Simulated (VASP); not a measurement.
Input of a VASP 6.6.1 run:

Contents of INCAR:

```
PREC = Accurate
ENCUT = 520
EDIFF = 1E-6
ISMEAR = -1
SIGMA = 0.02
LREAL = F
LASPH = T
NELM = 100
ALGO = Normal
ISIF = 2
LWAVE = F
LCHARG = F
GGA = PE
NBANDS = 12
```

File KPOINTS:

```
regular mesh
0
Gamma
  10 10 10
```

Contents of POSCAR:

```
LiF
1.0
    0.0000000000      2.1446105472      2.1446105472
    2.2303949691      0.0000000000      2.1446105472
    2.2303949691      2.1446105472      0.0000000000
Li F
1 1
Direct
    0.0000000000      0.0000000000      0.0000000000
    0.2500000000      0.2500000000      0.2500000000
```

Potentials or basis: VASP PAW PBE potentials, release 64 (Li_sv, F).

Launch:

```bash
$ cat potpaw_PBE.64/Li_sv/POTCAR potpaw_PBE.64/F/POTCAR > POTCAR
$ mpirun -np 1 vasp_std > vasp.out
```

Estimate the band gap on the k mesh.

7.68 eV, direct.

Caveat: the cell differs from its parent crystal (uniaxial x strain +4.0%). A k mesh can miss the band edges.
